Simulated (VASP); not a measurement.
Input of a VASP 6.6.1 run:

INCAR

```
PREC     = Accurate       # precision mode
ENCUT    = 600            # plane-wave cutoff, eV
EDIFF    = 1E-6           # SCF threshold, eV
ISMEAR   = -1             # smearing method
SIGMA    = 0.05           # smearing width, eV
LREAL    = False          # projectors in reciprocal space
LASPH    = True           # aspherical terms in the spheres
NELM     = 60             # most SCF steps
ALGO     = Normal         # electronic algorithm
ISIF     = 3              # what is computed and relaxed
LWAVE    = False          # write WAVECAR
LCHARG   = False          # write CHGCAR
GGA      = PE             # functional
IBRION   = 2              # ionic algorithm
NSW      = 60             # ionic steps
EDIFFG   = -0.01          # ionic threshold
```

KPOINTS

```
Automatic mesh
0
Gamma
  9 9 5
```

The input POSCAR:

```
CuO
1.0
    1.9909680000     -2.1535500000      0.0000000000
    1.9909680000      2.1535500000      0.0000000000
    0.0000000000      0.0000000000      5.1559280000
Cu O
2 2
Direct
    0.5000000000      0.0000000000      0.0000000000
    0.0000000000      0.5000000000      0.5000000000
    0.5000000000      0.5000000000      0.2500000000
    0.5000000000      0.5000000000      0.7500000000
```

Potentials or basis: VASP PAW PBE potentials, release 64 (Cu, O).

The run is started by

```sh
$ cat potpaw_PBE.64/Cu/POTCAR potpaw_PBE.64/O/POTCAR > POTCAR
$ mpirun -np 1 vasp_std > vasp.out
```

Task: Predict the space group after relaxing (to 0.05 Å).

Result: P4_2/mmc (No. 131).

Task: Estimate the relaxed cell.

Result: a = 2.955 Å, b = 2.955 Å, c = 5.155 Å, α = 90.00°, β = 90.00°, γ = 89.74°.

Stress tensor (GPa, compression positive):
```
-0.08  0.00  0.00
 0.00 -0.08  0.00
 0.00  0.00  0.10
```
